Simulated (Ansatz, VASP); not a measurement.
**Two plane-wave programs on SnGeTe3**

```
Sn Ge Te
1.0
     6.46853    0.00000    0.00000
    -3.23426    5.60191    0.00000
     0.00000    0.00000    5.34055
Sn Ge Te
1 1 3
Direct
  0.00000 0.00000 0.00000
  0.00000 0.00000 0.50000
  0.50000 0.00000 0.00000
  0.00000 0.50000 0.00000
  0.50000 0.50000 0.00000
```

Alike in both runs: functional PBE; k mesh 6 × 6 × 2; occupations gaussian, width 0.1 eV; no spin polarisation.

Ansatz relaxed the structure, and its values are those at the end. VASP's run is a single point on that final structure, the one shown.

|  | VASP | Ansatz |
| --- | --- | --- |
| version | VASP 6.6.1 | Ansatz 0.2.0 |
| potentials or method | VASP PAW PBE potentials, release 64 (Sn_d, Ge_d, Te), cutoff 520 eV | scalar-relativistic, plane waves, PAW |
| valence electrons in the cell | 46 | 76 |

|  | VASP | Ansatz | Ansatz less VASP |
| --- | --- | --- | --- |
| gap on the k mesh at the Fermi level (eV) | none | none | - |
| pressure (GPa) | -0.1 | -0.1 | +0.04 |

A gap of «none» marks a metal or a gap that the smearing closes. VASP's potentials hold 46 valence electrons a cell and Ansatz's 76, so a difference there can come from the potentials and not from the codes.

The k mesh is coarse, so the values compare programs but aren't converged. Neither program's run includes spin-orbit coupling.
